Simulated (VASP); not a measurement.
Runs of VASP 6.6.1 on Lu. The structure is that of space group Fd-3m (No. 227), or close to it. The cells are those of the table. 

```tsv
cell	gap on the mesh (eV)	pressure (GPa)
a = 3.633 Å, angles 60.0°, 2 atoms	none	64.9
a = 3.961 Å, angles 60.0°, 2 atoms	none	21.9
a = 4.926 Å, angles 60.0°, 2 atoms	none	(a)
a = 3.778 Å, angles 60.0°, 2 atoms	none	43.1
```

Alike in all rows: task single point; level LDA; potentials or basis VASP PAW PBE potentials, release 64 (Lu); no spin polarisation; k mesh 5 × 5 × 5; cutoff (eV) 520; smearing gaussian 0.05 eV.

Q: Estimate the missing entries.

A: (a) 0.0.

Caveats: some runs use coarse meshes; the PAW data sets were made with another functional, which shifts forces and pressure a little; spin-orbit coupling is left out, which moves the levels of the heavy elements.

A k mesh can miss the band edges, and the runs leave out spin-orbit coupling on Lu.

A gap of «none» marks levels without a gap at the run's occupations.
